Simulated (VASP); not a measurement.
# Si (I4_1/amd) in VASP: G0W0 quasiparticle levels with PBEsol

Aim: the G0W0 quasiparticle levels of Si with PBEsol.

Program: VASP 6.6.1. These are calculated values, not measurements. Logs are shortened: lines on timing, memory, paths and dates and some standing lists are left out, and cuts for length are marked.

## 1. The cell of the first run

It takes space group I4_1/amd (No. 141, tetragonal). Conventional cell: a = 3.804 Å, b = 3.804 Å, c = 5.477 Å, α = 90.00°, β = 90.00°, γ = 90.00°. Si (site symmetry -4m2) has 4 Si at 2.34 Å within 3.1 Å.

## 2. G0W0 quasiparticle levels, PBEsol

The input, POSCAR:

```
Si
1.0
    0.0000000000      2.6896621261      2.7384069588
    2.6896621261      0.0000000000      2.7384069588
    2.6896621261      2.6896621261      0.0000000000
Si
2
Direct
    0.0000000000      0.0000000000      0.0000000000
    0.2500000000      0.2500000000      0.2500000000
```

The input, INCAR.step1:

```
SYSTEM = Si
PREC     = Accurate       ! precision mode
ENCUT    = 500            ! plane-wave cutoff, eV
EDIFF    = 1E-8           ! SCF threshold, eV
ISMEAR   = 0              ! smearing method
SIGMA    = 0.01           ! smearing width, eV
LREAL    = .False.        ! projectors in reciprocal space
LASPH    = .True.         ! aspherical terms in the spheres
NELM     = 80             ! most SCF steps
ALGO     = Normal         ! electronic algorithm
LWAVE    = .True.         ! write WAVECAR
LCHARG   = .False.        ! write CHGCAR
GGA      = PS             ! functional
```

The input, INCAR.step2:

```
SYSTEM = Si
PREC     = Accurate       ! precision mode
ENCUT    = 500            ! plane-wave cutoff, eV
EDIFF    = 1E-8           ! SCF threshold, eV
ISMEAR   = 0              ! smearing method
SIGMA    = 0.01           ! smearing width, eV
LREAL    = .False.        ! projectors in reciprocal space
LASPH    = .True.         ! aspherical terms in the spheres
NELM     = 1              ! most SCF steps
ALGO     = Exact          ! electronic algorithm
LWAVE    = .True.         ! write WAVECAR
LCHARG   = .False.        ! write CHGCAR
GGA      = PS             ! functional
NBANDS   = 221            ! bands
LOPTICS  = .True.         ! frequency-dependent dielectric function
ISTART   = 1
```

The input, INCAR.step3:

```
SYSTEM = Si
PREC     = Accurate       ! precision mode
ENCUT    = 500            ! plane-wave cutoff, eV
EDIFF    = 1E-8           ! SCF threshold, eV
ISMEAR   = 0              ! smearing method
SIGMA    = 0.01           ! smearing width, eV
LREAL    = .False.        ! projectors in reciprocal space
LASPH    = .True.         ! aspherical terms in the spheres
ALGO     = EVGW0          ! electronic algorithm
LWAVE    = .False.        ! write WAVECAR
LCHARG   = .False.        ! write CHGCAR
GGA      = PS             ! functional
NELMGW   = 1            
NBANDS   = 221            ! bands
ENCUTGW  = 180.0          ! cutoff of the response function
NOMEGA   = 96             ! frequency points
PRECFOCK = Fast         
ISTART   = 1            
NBANDSGW = 12           
OMEGAMAX = 20
```

The input, KPOINTS:

```
Automatic mesh
0
Gamma
  4 4 4
  0 0 0
```

Potentials or basis: VASP PAW PBE potentials, release 64 (Si_GW).

Command:

```sh
> cat potpaw_PBE.64/Si_GW/POTCAR > POTCAR
> cp INCAR.step1 INCAR
> mpirun -np 1 vasp_std > vasp.out
> cp INCAR.step2 INCAR
> mpirun -np 1 vasp_std > vasp.out
> cp INCAR.step3 INCAR
> mpirun -np 1 vasp_std > vasp.out
```

OUTCAR:

```text
SYSTEM = Si
   PREC = Accurate
   ENCUT = 500
   EDIFF = 1E-8
   ISMEAR = 0
   LREAL = .False.
   LASPH = .True.
   GGA = PS
   NELMGW = 1
   ENCUTGW = 180.0
   PRECFOCK = Fast
   ISTART = 1

 ion  position               nearest neighbor table
   1  0.000  0.000  0.000-   2 2.34   2 2.34   2 2.34   2 2.34
   2  0.250  0.250  0.250-   1 2.34   1 2.34   1 2.34   1 2.34

  LATTYP: Found a body centered tetragonal cell.
 ALAT       =     3.8037566569
 C/A-ratio  =     1.4398434000

  Lattice vectors:

 A1 = (  -2.6896621261,   0.0000000000,   2.7384069588)
 A2 = (   2.6896621261,   0.0000000000,   2.7384069588)
 A3 = (   0.0000000000,   2.6896621261,  -2.7384069588)

Analysis of symmetry for initial positions (statically):
=====================================================================
 Subroutine PRICEL returns:
 Original cell was already a primitive cell.

 Routine SETGRP: Setting up the symmetry group for a
 body centered tetragonal supercell.

 Subroutine GETGRP returns: Found 16 space group operations
 (whereof  8 operations were pure point group operations)
 out of a pool of 16 trial point group operations.

The static configuration has the point symmetry D_2d.
 The point group associated with its full space group is D_4h.

Analysis of symmetry for dynamics (positions and initial velocities):
=====================================================================
 Subroutine PRICEL returns:
 Original cell was already a primitive cell.

 Routine SETGRP: Setting up the symmetry group for a
 body centered tetragonal supercell.

 Subroutine GETGRP returns: Found 16 space group operations
 (whereof  8 operations were pure point group operations)
 out of a pool of 16 trial point group operations.

The dynamic configuration has the point symmetry D_2d.
 The point group associated with its full space group is D_4h.

 Subroutine INISYM returns: Found 16 space group operations
 (whereof  8 operations are pure point group operations),
 and found     1 'primitive' translations
[... 79 lines left out ...]
   LSORBIT =      F    spin-orbit coupling
   LASPH  =      T    aspherical Exc in radial PAW
   ENCUT  =  500.0 eV  36.75 Ry    6.06 a.u.   7.00  7.00  6.94*2*pi/ulx,y,z
   NELM   =     60;   NELMIN=  2; NELMDL=  0     # of ELM steps
   EDIFF  = 0.1E-07   stopping-criterion for ELM
   LREAL  =      F    real-space projection
   EDIFFG = 0.1E-06   stopping-criterion for IOM
   NSW    =      0    number of steps for IOM
   IBRION =     -1    ionic relax: 0-MD 1-quasi-New 2-CG
   NFREE  =      0    steps in history (QN), initial steepest desc. (CG)
   ISIF   =      0    stress and relaxation
   ISYM   =      3    0-nonsym 1-usesym 2-fastsym
   POTIM  = 0.5000    time-step for ionic-motion
   TEBEG  =    0.0;   TEEND  =   0.0 temperature during run
   PSTRESS=    0.0 pullay stress
   NELECT =       8.0000    total number of electrons
   NUPDOWN=      -1.0000    fix difference up-down
   EMIN   =  10.00;   EMAX   =-10.00  energy-range for DOS
   EFERMI =   0.00;   METHOD = LEGACY
   ISMEAR =     0;   SIGMA  =   0.01  broadening in eV -4-tet -1-fermi 0-gaus
   EFERMI_NEDOS =   21; number of points for ismear=-14 and -15
   IALGO  =     38    algorithm
   IMIX   =      4    mixing-type and parameters
     AMIX     =   0.40;   BMIX     =  1.00
     AMIX_MAG =   1.60;   BMIX_MAG =  1.00
  volume/ion in A,a.u.               =      19.81       133.69
  Fermi-wavevector in a.u.,A,eV,Ry     =   0.960425  1.814941 12.550247  0.922417
  Thomas-Fermi vector in A             =   2.089709
   LORBIT       =      0    0 simple, 1 ext, 2 COOP (PROOUT), +10 PAW based schemes
   GGA     = PS    functional components
   LHFCALC =     T    Hartree Fock is set to
   PRECFOCK=fast      Normal, Fast or Accurate (Low or Medium for compatibility)
   ENCUT4O =  -1.0   cutoff for four orbital integrals eV
   NKREDX  =     1    reduce k-point grid by
   NKREDY  =     1    reduce k-point grid by
   NKREDZ  =     1    reduce k-point grid by
   AEXX    =    1.0000 exact exchange contribution
   HFSCREEN=    0.0000 screening length (either q_TF or 0.3 A-1)
   HFSCREENC=   0.0000 screening length for correlation (either q_TF or 0.3 A-1)
   ENCUTFOCK=  -1.0 apply spherical cutoff to Coloumb kernel
   IVDW    =     0    specifies the selected vdW correction
   LEPSILON=     F    determine dielectric tensor
   LRPA    =     F    only Hartree local field effects (RPA)
   LRPAFORCE           =     F    calculate RPA forces
   ENCUTGW             = 180.0    cutoff for response function in eV
   ENCUTGWSOFT         = 144.0    soft cutoff for Coulomb kernel in GW response function in eV
   ENCUTLF             =  -1.0    cutoff for local field effects
   NELMGW              =     1    number of iterations in solving QP/BSE equation
   NELMHF              =     1    number of iterations in the inner HF iteration
   NKREDLFX            =     1    NKREDLFY  =   1   NKREDLFZ  =   1
 non-spin polarized calculation
 Gauss-broadening in eV      SIGMA  =   0.01
  energy-cutoff  :      500.00
  volume of cell :       39.62
 maximum number of plane-waves:      1016
  NGX = 16; NGY = 16; NGZ = 16
   NGX = 13   NGY = 13   NGZ = 13
 maximum number of plane-waves:       222

 QP shifts <psi_nk| G(iteration)W_0 |psi_nk>: iteration 1
 for sc-GW calculations column KS-energies equals QP-energies in previous step
 and V_xc(KS)=  KS-energies - (<T + V_ion + V_H > + <T+V_H+V_ion>^1  + <V_x>^1)

 k-point   1 :       0.0000    0.0000    0.0000
  band No.  KS-energies  QP-energies   sigma(KS)   V_xc(KS)     V^pw_x(r,r')   Z            occupation Imag(sigma)

      1      -6.5032      -6.9664     -11.1586     -10.4927     -17.5121       0.6956       2.0000       1.1676
      2       5.4855       4.9041     -12.2149     -11.4496     -13.0573       0.7596       2.0000       0.0172
      3       5.6148       5.0371     -12.1806     -11.4193     -12.9968       0.7587       2.0000       0.0166
      4       5.6148       5.0371     -12.1806     -11.4193     -12.9968       0.7587       2.0000       0.0166
      5       8.0562       8.1611     -10.0505     -10.1887      -5.6143       0.7585       0.0000      -0.0731
      6       8.0562       8.1611     -10.0505     -10.1887      -5.6143       0.7585       0.0000      -0.0731
      7       8.1189       8.2226     -10.0435     -10.1798      -5.5941       0.7612       0.0000      -0.0729
      8       9.0043       9.1974     -10.8235     -11.0828      -5.7846       0.7451       0.0000      -0.0992
      9      13.0755      13.2254      -9.8817     -10.0788      -4.2462       0.7605       0.0000      -0.2020
     10      13.3090      13.2399      -8.1903      -8.1013      -2.6577       0.7776       0.0000      -0.2829
     11      13.4112      13.5628      -9.9050     -10.1069      -4.1899       0.7506       0.0000      -0.2237
     12      16.3375      16.2456      -8.6398      -8.5169      -2.2842       0.7473       0.0000      -0.5516
[... 180 lines left out ...]
      1      -2.0984      -2.5915     -11.7333     -11.0171     -16.0793       0.6883       2.0000       0.4473
      2      -2.0984      -2.5915     -11.7333     -11.0171     -16.0793       0.6883       2.0000       0.4473
      3       1.6082       1.0576     -10.8519     -10.1004     -12.9240       0.7325       2.0000       0.0688
      4       1.6082       1.0576     -10.8519     -10.1004     -12.9240       0.7325       2.0000       0.0688
      5       9.5909       9.5999      -9.7026      -9.7147      -4.9575       0.7548       0.0000      -0.0980
      6       9.5909       9.5999      -9.7026      -9.7147      -4.9575       0.7548       0.0000      -0.0980
      7      10.3715      10.4902     -10.0168     -10.1757      -4.7020       0.7469       0.0000      -0.1455
      8      10.3715      10.4902     -10.0168     -10.1757      -4.7020       0.7469       0.0000      -0.1455
      9      16.3853      16.4365     -10.7224     -10.7932      -3.8532       0.7233       0.0000      -0.5481
     10      16.3853      16.4365     -10.7224     -10.7932      -3.8532       0.7233       0.0000      -0.5481
     11      18.8520      18.9235     -10.4639     -10.5607      -3.3754       0.7391       0.0000      -0.7462
     12      18.8520      18.9235     -10.4639     -10.5607      -3.3754       0.7391       0.0000      -0.7462
```

OUTCAR.step1:

```text
SYSTEM = Si
   PREC = Accurate
   ENCUT = 500
   EDIFF = 1E-8
   ISMEAR = 0
   LREAL = .False.
   LASPH = .True.
[... 352 lines left out ...]
      0.00000      0.00000      0.00000        -0.000000     -0.000000      0.000000
      1.34483      1.34483      1.36920         0.000000      0.000000     -0.000000
 -----------------------------------------------------------------------------------
    total drift:                                0.000000      0.000000     -0.000000

  FREE ENERGIE OF THE ION-ELECTRON SYSTEM (eV)
  ---------------------------------------------------
  free  energy   TOTEN  =       -11.2919815164 eV

  energy  without entropy=      -11.2919815164  energy(sigma->0) =      -11.29198152
```

OUTCAR.step2:

```text
SYSTEM = Si
   PREC = Accurate
   ENCUT = 500
   EDIFF = 1E-8
[... 792 lines left out ...]
  --------------------------------------------------------------------------------------------------------------
     0.00000    25.32348    25.32348    25.31396    -0.00000     0.00000     0.00000
     2.18882    53.75836    53.75836    52.09269    -0.00000     0.00000     0.00000
     4.37765   -29.28552   -29.28552   -29.49212     0.00000    -0.00000    -0.00000
     6.56647    -6.79074    -6.79074    -6.74145    -0.00000    -0.00000    -0.00000
     8.75530    -3.65005    -3.65005    -4.18457     0.00000     0.00000    -0.00000
    10.94412    -2.30687    -2.30687    -2.36592    -0.00000    -0.00000    -0.00000
[... 92 lines left out ...]
   214.50474     0.99212     0.99212     0.99216     0.00000    -0.00000    -0.00000
   216.69357     0.99229     0.99229     0.99232     0.00000    -0.00000    -0.00000
```

It took 3.9 min on 1 thread of AMD EPYC 9R45 (Zen 5), shared host; peak memory 0.52 GiB.

Results:

* Quasiparticle gap: 1.07 eV
* Least direct quasiparticle gap: 3.12 eV
* Band gap of the starting levels on the mesh: 0.46 eV
* Least direct gap of the starting levels on the mesh: 2.44 eV

Caveat: the k points lie up to 0.50 Å⁻¹ apart; bands, screening cutoff and mesh are small and nothing is extrapolated, so the quasiparticle values aren't converged.
